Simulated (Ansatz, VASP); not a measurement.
P: VASP beside Ansatz

```
CELL_PARAMETERS angstrom
3.05332 0.00000 0.00000
0.00000 3.05332 0.00000
0.00000 0.00000 3.92110
ATOMIC_POSITIONS crystal
P 0.50000 0.00000 0.87926
P 0.00000 0.50000 0.12074
```

Alike in both runs: functional PBE; k mesh 18 × 18 × 14; occupations gaussian, width 0.1 eV; no spin polarisation.

Ansatz relaxed the structure, and its values are those at the end. VASP's run is a single point on that final structure, the one shown.

|  | VASP | Ansatz |
| --- | --- | --- |
| version | VASP 6.6.1 | Ansatz 0.2.0 |
| potentials or method | VASP PAW PBE potentials, release 64 (P), cutoff 520 eV | scalar-relativistic, plane waves, PAW |
| valence electrons in the cell | 10 | 10 |

VASP gave:

```
gap on the k mesh at the Fermi level (eV) : none
pressure (GPa)                            : -0.3
rms of the force components (eV/Å)        : 0.013
```

Q: What did Ansatz give for the same quantities?

A: gap on the k mesh at the Fermi level (eV): none; pressure (GPa): 0.0; rms of the force components (eV/Å): 0.001.

A gap of «none» marks a metal or a gap that the smearing closes.
